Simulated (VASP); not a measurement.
A run of VASP 6.6.1:

Contents of INCAR:

```
  ALGO = Normal
  EDIFF = 1E-6
  EDIFFG = -0.03
  ENCUT = 600
  GGA = PE
  IBRION = 2
  ISIF = 3
  ISMEAR = -1
  LASPH = True
  LCHARG = False
  LREAL = False
  LWAVE = False
  NELM = 60
  NSW = 60
  PREC = Accurate
  SIGMA = 0.02
```

KPOINTS

```
k-points
0
Gamma
  8 8 8
```

POSCAR

```
I
1.0
    3.3000000000      0.0000000000      0.0000000000
    0.0000000000      3.3000000000      0.0000000000
    0.0000000000      0.0000000000      3.3000000000
I
1
Direct
    0.0000000000      0.0000000000      0.0000000000
```

Potentials or basis: VASP PAW PBE potentials, release 64 (I).

The run is started by

```sh
$ cat potpaw_PBE.64/I/POTCAR > POTCAR
$ mpirun -np 1 vasp_std > vasp.out
```

Hardware: 1 thread of Intel Xeon 8259CL, with other jobs on the host.

Q: How long does it take, and how much memory?

A: Wall time 36 s on 1 thread of Intel Xeon 8259CL (shared host), peak memory 0.16 GiB. Counts: scf iterations 26, k points 35, ion steps 3.
